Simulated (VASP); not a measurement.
Wanted: the native input for a VASP 6.6.1 run.

```yaml
Task: single point
Functional: PBEsol
Potentials_or_basis: VASP PAW PBE potentials, release 64 (B)
Cutoff: 520 eV
k_mesh: 30 × 30 × 30
Occupations: gaussian, width 0.1 eV
Spin: no spin polarisation
Dipole_correction: no
Further_INCAR_settings: ALGO = Normal; EDIFF = 1e-06; NBANDS = 8
```

The structure of B lies in POSCAR:

```
B
1.0
    1.3275141002      0.7664406231      1.0840723888
   -1.3275141002      0.7664406231      1.0840723888
    0.0000000000     -1.5328812462      1.0840723888
B
1
Direct
    0.5000000000      0.5000000000      0.5000000000
```

This isn't the form of B at room conditions, which is rhombohedral.

These files were run (other wordings do the same):

INCAR

```
  PREC = Accurate
  ENCUT = 520
  EDIFF = 1E-6
  ISMEAR = 0
  SIGMA = 0.1
  LREAL = F
  LASPH = T
  NELM = 80
  ALGO = Normal
  ISIF = 2
  LWAVE = F
  LCHARG = F
  GGA = PS
  NBANDS = 8
```

KPOINTS

```
regular mesh
0
Gamma
  30 30 30
```

Potentials or basis: VASP PAW PBE potentials, release 64 (B).

The run is started by

```sh
$ cat potpaw_PBE.64/B/POTCAR > POTCAR
$ mpirun -np 1 vasp_std > vasp.out
```

Results of the run:

```
Pressure               : 0.3 GPa
Band gap on the k mesh : zero (an odd number of electrons rules out a gap without spin polarisation)
```

Caveat: the PAW data sets were made with another functional, which shifts forces and pressure a little.

Wall time 17 s on 1 thread of Intel(R) Xeon(R) 6975P-C (Granite Rapids), on a shared host, peak memory 0.2 GiB.
